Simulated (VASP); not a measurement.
# SnS2 (P-3m1) in VASP: single point with HSE06

Aim: the single point of SnS2 with HSE06.

All numbers are computed with VASP 6.6.1; they aren't measurements. Logs are shortened: lines on timing, memory, paths and dates and some standing lists are left out, and cuts for length are marked.

### Step 1. The cell of the first run

The structure is trigonal, space group P-3m1 (No. 164). The conventional cell has a = 3.661 Å, b = 3.661 Å, c = 5.962 Å, α = 90.00°, β = 90.00°, γ = 120.00°. Within 3.4 Å of Sn (site symmetry -3m) lie 6 S at 2.57 Å. S (site symmetry 3m) has 3 Sn at 2.57 Å within 3.4 Å.

### Step 2. Single point, HSE06

POSCAR reads:

```
SnS2
1.0
    3.6607574689      0.0000000000      0.0000000000
   -1.8303787344      3.1703089651      0.0000000000
    0.0000000000      0.0000000000      5.9618049349
Sn S
1 2
Direct
    0.0000000000      0.0000000000      0.0000000000
    0.3333333333      0.6666666667      0.2455903383
    0.6666666667      0.3333333333      0.7544096617
```

INCAR.step1 reads:

```
SYSTEM = SnS2
PREC = Accurate
ENCUT = 400
EDIFF = 1E-5
ISMEAR = 0
SIGMA = 0.01
LREAL = .False.
LASPH = .True.
NELM = 120
ALGO = Normal
ISIF = 2
LWAVE = .True.
LCHARG = .False.
NBANDS = 20
GGA = PE
GGA_COMPAT = .False.
```

INCAR.step2 reads:

```
SYSTEM = SnS2
PREC = Accurate
ENCUT = 400
EDIFF = 1E-6
ISMEAR = 0
SIGMA = 0.01
LREAL = .False.
LASPH = .True.
NELM = 120
ALGO = Normal
ISIF = 2
LWAVE = .False.
LCHARG = .False.
GGA = PE
LHFCALC = .True.
HFSCREEN = 0.2079
PRECFOCK = Normal
NBANDS = 20
ISTART = 1
GGA_COMPAT = .False.
```

KPOINTS reads:

```
regular mesh
0
Gamma
  6 6 2
  0 0 0
```

Potentials or basis: VASP PAW PBE potentials, release 64 (Sn_d, S).

Launch:

```
$ cat potpaw_PBE.64/Sn_d/POTCAR potpaw_PBE.64/S/POTCAR > POTCAR
$ cp INCAR.step1 INCAR
$ mpirun -np 1 vasp_std > vasp.out
$ cp INCAR.step2 INCAR
$ mpirun -np 1 vasp_std > vasp.out
```

OUTCAR:

```text
SYSTEM = SnS2
   PREC = Accurate
   ENCUT = 400
   EDIFF = 1E-6
   ISMEAR = 0
   LREAL = .False.
   LASPH = .True.
   NELM = 120
   ISIF = 2
   GGA = PE
   LHFCALC = .True.
   HFSCREEN = 0.2079
   PRECFOCK = Normal
   ISTART = 1

 ion  position               nearest neighbor table
   1  0.000  0.000  0.000-   2 2.57   3 2.57   2 2.57   3 2.57   3 2.57   2 2.57
   2  0.333  0.667  0.246-   1 2.57   1 2.57   1 2.57
   3  0.667  0.333  0.754-   1 2.57   1 2.57   1 2.57

  LATTYP: Found a hexagonal cell.
 ALAT       =     3.6607574689
 C/A-ratio  =     1.6285714051

  Lattice vectors:

 A1 = (   3.6607574689,   0.0000000000,   0.0000000000)
 A2 = (  -1.8303787344,   3.1703089651,   0.0000000000)
 A3 = (   0.0000000000,   0.0000000000,   5.9618049349)

Analysis of symmetry for initial positions (statically):
=====================================================================
 Subroutine PRICEL returns:
 Original cell was already a primitive cell.

 Routine SETGRP: Setting up the symmetry group for a
 hexagonal supercell.

 Subroutine GETGRP returns: Found 12 space group operations
 (whereof 12 operations were pure point group operations)
 out of a pool of 24 trial point group operations.

The static configuration has the point symmetry D_3d.

Analysis of symmetry for dynamics (positions and initial velocities):
=====================================================================
 Subroutine PRICEL returns:
 Original cell was already a primitive cell.

 Routine SETGRP: Setting up the symmetry group for a
 hexagonal supercell.

 Subroutine GETGRP returns: Found 12 space group operations
 (whereof 12 operations were pure point group operations)
 out of a pool of 24 trial point group operations.

The dynamic configuration has the point symmetry D_3d.

 Subroutine INISYM returns: Found 12 space group operations
 (whereof 12 operations are pure point group operations),
 and found     1 'primitive' translations

----------------------------------------------------------------------------------------

                                     Primitive cell

  volume of cell :      69.1911

  direct lattice vectors                    reciprocal lattice vectors
     3.660757469  0.000000000  0.000000000     0.273167509  0.157713335  0.000000000
    -1.830378734  3.170308965  0.000000000     0.000000000  0.315426670  0.000000000
     0.000000000  0.000000000  5.961804935     0.000000000  0.000000000  0.167734438

  length of vectors
     3.660757469  3.660757469  5.961804935     0.315426670  0.315426670  0.167734438

  position of ions in fractional coordinates (direct lattice)
     0.000000000  0.000000000  0.000000000
     0.333333333  0.666666667  0.245590338
     0.666666667  0.333333333  0.754409662

  ion indices of the primitive-cell ions
   primitive index   ion index
                 1           1
                 2           2
                 3           3

----------------------------------------------------------------------------------------

 KPOINTS: regular mesh

Automatic generation of k-mesh.
 Grid dimensions read from file:
 generate k-points for:    6    6    2

 Generating k-lattice:

  Cartesian coordinates                     Fractional coordinates (reciprocal lattice)
     0.045527918  0.026285556  0.000000000     0.166666667  0.000000000  0.000000000
     0.000000000  0.052571112  0.000000000     0.000000000  0.166666667  0.000000000
     0.000000000  0.000000000  0.083867219     0.000000000  0.000000000  0.500000000

  Length of vectors
     0.052571112  0.052571112  0.083867219

  Shift w.r.t. Gamma in fractional coordinates (k-lattice)
     0.000000000  0.000000000  0.000000000

 Subroutine IBZKPT returns following result:
 ===========================================

 Found     14 irreducible k-points:

 Following reciprocal coordinates:
            Coordinates               Weight
  0.000000  0.000000  0.000000      1.000000
  0.166667  0.000000  0.000000      6.000000
  0.333333  0.000000  0.000000      6.000000
  0.500000  0.000000  0.000000      3.000000
  0.166667  0.166667  0.000000      6.000000
  0.333333  0.166667  0.000000     12.000000
  0.333333  0.333333  0.000000      2.000000
  0.000000  0.000000  0.500000      1.000000
  0.166667  0.000000  0.500000      6.000000
  0.333333  0.000000  0.500000      6.000000
  0.500000  0.000000  0.500000      3.000000
  0.166667  0.166667  0.500000      6.000000
  0.333333  0.166667  0.500000     12.000000
  0.333333  0.333333  0.500000      2.000000
   k-points           NKPTS =     14   k-points in BZ     NKDIM =     72   number of bands    NBANDS=     20
   number of dos      NEDOS =    301   number of ions     NIONS =      3
   total plane-waves  NPLWV =  23040
   dimension x,y,z NGX =    24 NGY =   24 NGZ =   40
   dimension x,y,z NGXF=    48 NGYF=   48 NGZF=   80
   ions per type =               1   2
   NGX,Y,Z   is equivalent  to a cutoff of  10.90, 10.90, 11.15 a.u.
   NGXF,Y,Z  is equivalent  to a cutoff of  21.80, 21.80, 22.31 a.u.
 SYSTEM =  SnS2
   PREC   = accura    normal or accurate (medium, high low for compatibility)
   ISTART =      1    job   : 0-new  1-cont  2-samecut
   ICHARG =      0    charge: 1-file 2-atom 10-const
   ISPIN  =      1    spin polarized calculation?
   LNONCOLLINEAR =      F non collinear calculations
   LSORBIT =      F    spin-orbit coupling
   LASPH  =      T    aspherical Exc in radial PAW
   ENCUT  =  400.0 eV  29.40 Ry    5.42 a.u.   5.97  5.97  9.72*2*pi/ulx,y,z
   NELM   =    120;   NELMIN=  2; NELMDL=  0     # of ELM steps
   EDIFF  = 0.1E-05   stopping-criterion for ELM
   LREAL  =      F    real-space projection
   EDIFFG = 0.1E-04   stopping-criterion for IOM
   NSW    =      0    number of steps for IOM
   IBRION =     -1    ionic relax: 0-MD 1-quasi-New 2-CG
   NFREE  =      0    steps in history (QN), initial steepest desc. (CG)
   ISIF   =      2    stress and relaxation
   ISYM   =      3    0-nonsym 1-usesym 2-fastsym
   POTIM  = 0.5000    time-step for ionic-motion
   TEBEG  =    0.0;   TEEND  =   0.0 temperature during run
   PSTRESS=    0.0 pullay stress
   NELECT =      26.0000    total number of electrons
   NUPDOWN=      -1.0000    fix difference up-down
   EMIN   =  10.00;   EMAX   =-10.00  energy-range for DOS
   EFERMI =   0.00;   METHOD = LEGACY
   ISMEAR =     0;   SIGMA  =   0.01  broadening in eV -4-tet -1-fermi 0-gaus
   EFERMI_NEDOS =   21; number of points for ismear=-14 and -15
   IALGO  =     38    algorithm
   IMIX   =      1    mixing-type and parameters
     AMIX     =   0.40;   BMIX     =  1.00
     AMIX_MAG =   1.60;   BMIX_MAG =  1.00
  volume/ion in A,a.u.               =      23.06       155.64
  Fermi-wavevector in a.u.,A,eV,Ry     =   1.181361  2.232448 18.988468  1.395613
  Thomas-Fermi vector in A             =   2.317636
   LORBIT       =      0    0 simple, 1 ext, 2 COOP (PROOUT), +10 PAW based schemes
   GGA     = PE    functional components
   LHFCALC =     T    Hartree Fock is set to
   PRECFOCK=normal    Normal, Fast or Accurate (Low or Medium for compatibility)
   ENCUT4O =  -1.0   cutoff for four orbital integrals eV
   NKREDX  =     1    reduce k-point grid by
   NKREDY  =     1    reduce k-point grid by
   NKREDZ  =     1    reduce k-point grid by
   AEXX    =    0.2500 exact exchange contribution
   HFSCREEN=    0.2079 screening length (either q_TF or 0.3 A-1)
   HFSCREENC=   0.2079 screening length for correlation (either q_TF or 0.3 A-1)
   ENCUTFOCK=  -1.0 apply spherical cutoff to Coloumb kernel
   IVDW    =     0    specifies the selected vdW correction
   LEPSILON=     F    determine dielectric tensor
   LRPA    =     F    only Hartree local field effects (RPA)
 non-spin polarized calculation
 Gauss-broadening in eV      SIGMA  =   0.01
  energy-cutoff  :      400.00
  volume of cell :       69.19
 maximum number of plane-waves:      1272
 NGX is ok and might be reduce to    24
  NGX = 18; NGY = 18; NGZ = 30

 number of electron      26.0000001 magnetization

 Free energy of the ion-electron system (eV)
  ---------------------------------------------------
  ext. energy  EPLUGINS =         0.00000000
  ---------------------------------------------------
  free energy    TOTEN  =       -16.19525397 eV

  energy without entropy =      -16.19525397  energy(sigma->0) =      -16.19525397

 E-fermi :   3.9001     XC(G=0):  -7.8969

 val. band max:        3.7619652224   @ k =   0.0000   0.0000   0.0000
 cond. band min:       6.1894678551   @ k =   0.5000   0.0000   0.5000
 fundamental gap:      2.4275026327
 Fermi energy:         3.9001190621

 k-point     1 :       0.0000    0.0000    0.0000
  band No.  band energies     occupation
      1     -19.0274      2.00000
      2     -19.0274      2.00000
      3     -18.9663      2.00000
      4     -18.9402      2.00000
      5     -18.9402      2.00000
      6     -11.2540      2.00000
[... 12 lines left out ...]
     19      14.5251      0.00000
     20      14.5251      0.00000

 k-point     2 :       0.1667    0.0000    0.0000
  band No.  band energies     occupation
      1     -19.0479      2.00000
      2     -19.0157      2.00000
      3     -18.9567      2.00000
      4     -18.9458      2.00000
      5     -18.9357      2.00000
      6     -10.9231      2.00000
[... 12 lines left out ...]
     19      14.0192      0.00000
     20      14.8504      0.00000

 k-point     3 :       0.3333    0.0000    0.0000
  band No.  band energies     occupation
      1     -19.0926      2.00000
      2     -19.0024      2.00000
      3     -18.9675      2.00000
      4     -18.9228      2.00000
      5     -18.9162      2.00000
      6     -10.0251      2.00000
[... 12 lines left out ...]
     19      14.3794      0.00000
     20      15.3362      0.00000

 k-point     4 :       0.5000    0.0000    0.0000
  band No.  band energies     occupation
      1     -19.1155      2.00000
      2     -19.0002      2.00000
      3     -18.9747      2.00000
      4     -18.9088      2.00000
      5     -18.9017      2.00000
      6      -9.2202      2.00000
[... 12 lines left out ...]
     19      15.4290      0.00000
     20      16.0095      0.00000

 k-point     5 :       0.1667    0.1667    0.0000
  band No.  band energies     occupation
      1     -19.0714      2.00000
      2     -19.0138      2.00000
      3     -18.9546      2.00000
      4     -18.9442      2.00000
      5     -18.9178      2.00000
      6     -10.3008      2.00000
[... 12 lines left out ...]
     19      12.6070      0.00000
     20      15.6848      0.00000

 k-point     6 :       0.3333    0.1667    0.0000
  band No.  band energies     occupation
      1     -19.0934      2.00000
      2     -19.0184      2.00000
      3     -18.9611      2.00000
      4     -18.9229      2.00000
      5     -18.9063      2.00000
      6      -9.3156      2.00000
[... 12 lines left out ...]
     19      14.0141      0.00000
     20      15.4716      0.00000

 k-point     7 :       0.3333    0.3333    0.0000
  band No.  band energies     occupation
      1     -19.0591      2.00000
      2     -19.0591      2.00000
      3     -18.9348      2.00000
      4     -18.9348      2.00000
      5     -18.9153      2.00000
      6      -8.6225      2.00000
[... 12 lines left out ...]
     19      13.9081      0.00000
     20      13.9081      0.00000
[... 47 lines left out ...]
 k-point    10 :       0.3333    0.0000    0.5000
  band No.  band energies     occupation
      1     -19.0928      2.00000
      2     -19.0024      2.00000
      3     -18.9676      2.00000
      4     -18.9226      2.00000
      5     -18.9162      2.00000
      6      -9.8839      2.00000
[... 12 lines left out ...]
     19      15.1568      0.00000
     20      15.5569      0.00000

 k-point    11 :       0.5000    0.0000    0.5000
  band No.  band energies     occupation
      1     -19.1158      2.00000
      2     -19.0003      2.00000
      3     -18.9748      2.00000
      4     -18.9087      2.00000
      5     -18.9017      2.00000
      6      -9.1259      2.00000
[... 12 lines left out ...]
     19      15.8520      0.00000
     20      16.6278      0.00000

 k-point    12 :       0.1667    0.1667    0.5000
  band No.  band energies     occupation
      1     -19.0716      2.00000
      2     -19.0138      2.00000
      3     -18.9547      2.00000
      4     -18.9441      2.00000
      5     -18.9177      2.00000
      6     -10.1515      2.00000
[... 12 lines left out ...]
     19      13.6558      0.00000
     20      14.7530      0.00000

 k-point    13 :       0.3333    0.1667    0.5000
  band No.  band energies     occupation
      1     -19.0937      2.00000
      2     -19.0185      2.00000
      3     -18.9611      2.00000
      4     -18.9229      2.00000
      5     -18.9062      2.00000
      6      -9.2100      2.00000
[... 12 lines left out ...]
     19      14.2761      0.00000
     20      15.2527      0.00000

 k-point    14 :       0.3333    0.3333    0.5000
  band No.  band energies     occupation
      1     -19.0593      2.00000
      2     -19.0593      2.00000
      3     -18.9348      2.00000
      4     -18.9348      2.00000
      5     -18.9151      2.00000
      6      -8.6054      2.00000
[... 12 lines left out ...]
     19      14.5638      0.00000
     20      14.6366      0.00000

------------------------ aborting loop because EDIFF is reached ----------------------------------------

  FORCE on cell =-STRESS in cart. coord.  units (eV):
  Direction    XX          YY          ZZ          XY          YZ          ZX
  --------------------------------------------------------------------------------------
  -------------------------------------------------------------------------------------
  Total       -0.1279102     -0.1279102     -0.1487248     -0.0000000      0.0000000      0.0000000
  in kB       -2.9618661     -2.9618661     -3.4438451     -0.0000000      0.0000000      0.0000000
  external PRESSURE =      -3.1225258 kB  Pullay stress =       0.0000000 kB

 VOLUME and BASIS-vectors are now :
 -----------------------------------------------------------------------------
  energy-cutoff  :      400.00
  volume of cell :       69.19
      direct lattice vectors                 reciprocal lattice vectors
     3.660757469  0.000000000  0.000000000     0.273167509  0.157713335  0.000000000
    -1.830378734  3.170308965  0.000000000     0.000000000  0.315426670  0.000000000
     0.000000000  0.000000000  5.961804935     0.000000000  0.000000000  0.167734438

 POSITION                                       TOTAL-FORCE (eV/Angst)
 -----------------------------------------------------------------------------------
      0.00000      0.00000      0.00000        -0.000000      0.000000      0.000000
     -0.00000      2.11354      1.46416         0.000000      0.000000     -0.265368
      1.83038      1.05677      4.49764        -0.000000      0.000000      0.265368
 -----------------------------------------------------------------------------------
    total drift:                                0.000001     -0.000000     -0.000001

  FREE ENERGIE OF THE ION-ELECTRON SYSTEM (eV)
  ---------------------------------------------------
  free  energy   TOTEN  =       -16.1952539673 eV

  energy  without entropy=      -16.1952539673  energy(sigma->0) =      -16.19525397
```

It took 24 min on 1 thread of Intel Xeon Platinum 8259CL at 2.50GHz (Skylake/Cascade Lake), shared host; peak memory 0.27 GiB.

Results:

* Free energy: -16.1953 eV
* Pressure: -0.3 GPa
* Largest force: 0.265 eV/Å
* Band gap on the k mesh: 2.43 eV (least direct gap 2.80 eV)

Forces on the atoms (eV/Å):
```
Sn   0.000  0.000  0.000
S    0.000  0.000 -0.265
S    0.000  0.000  0.265
```

Caveat: the k points lie up to 0.53 Å⁻¹ apart; the PAW data sets were made with another functional, which shifts forces and pressure a little; spin-orbit coupling is left out, which moves the levels of the heavy elements; this functional lacks dispersion, which binds the layers, so the pressure and a relaxed spacing across them are unreliable. A k mesh can miss the band edges.
